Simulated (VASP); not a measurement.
A run of VASP 6.6.1 is set up as follows.

File INCAR:

```
PREC = Accurate
ENCUT = 520
EDIFF = 1E-7
ISMEAR = -1
SIGMA = 0.1
LREAL = False
LASPH = True
NELM = 150
ALGO = Normal
ISIF = 2
LWAVE = False
LCHARG = False
ISPIN = 2
MAGMOM = 1.7 1.7
LORBIT = 11
LMAXMIX = 4
GGA = PE
NBANDS = 20
```

The input KPOINTS:

```
Automatic mesh
0
Gamma
  20 20 11
```

Contents of POSCAR:

```
Co
1.0
    2.4930397979      0.0000000000      0.0000000000
   -1.2465198989      2.1590357976      0.0000000000
    0.0000000000      0.0000000000      4.0369295266
Co
2
Direct
    0.3333333333      0.6666666667      0.2500000000
    0.6666666667      0.3333333333      0.7500000000
```

Potentials or basis: VASP PAW PBE potentials, release 64 (Co).

Run with:

```bash
$ cat potpaw_PBE.64/Co/POTCAR > POTCAR
$ mpirun -np 1 vasp_std > vasp.out
```

Question: Predict the pressure.

Answer: -0.7 GPa.

Question: What does it give for the net moment?

Answer: 3.20 μB per cell.

Stress tensor (GPa, compression positive):
```
-0.67  0.00  0.00
 0.00 -0.67  0.00
 0.00  0.00 -0.80
```
